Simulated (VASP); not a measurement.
Here is a VASP 6.6.1 calculation.

File INCAR:

```
SYSTEM = ZrBrF2
ALGO = Normal
EDIFF = 1E-6
ENCUT = 520
GGA = PE
ISIF = 2
ISMEAR = 0
LASPH = .True.
LCHARG = .False.
LREAL = .False.
LWAVE = .False.
NBANDS = 24
NELM = 100
PREC = Accurate
SIGMA = 0.1
```

Contents of KPOINTS:

```
k-points
0
Gamma
  6 6 4
  0 0 0
```

Contents of POSCAR:

```
ZrBrF2
1.0
    3.6191809900      0.0000000000      0.0000000000
    0.0000000000      3.6191809900      0.0000000000
    0.0000000000      0.0000000000      5.1084212600
Zr Br F
1 1 2
Direct
    0.0000000000      0.0000000000      0.0000000000
    0.5000000000      0.5000000000      0.5000000000
    0.0000000000      0.0000000000      0.5000000000
    0.5000000000      0.5000000000      0.0000000000
```

Potentials or basis: VASP PAW PBE potentials, release 64 (Zr_sv, Br, F).

Command:

```sh
$ cat potpaw_PBE.64/Zr_sv/POTCAR potpaw_PBE.64/Br/POTCAR potpaw_PBE.64/F/POTCAR > POTCAR
$ mpirun -np 1 vasp_std > vasp.out
```

(1) What does it give for the pressure?

## Answers

(1) -2.0 GPa.

Caveat: an odd number of electrons without spin polarisation forces a metal; a magnetic or distorted state may lie lower.
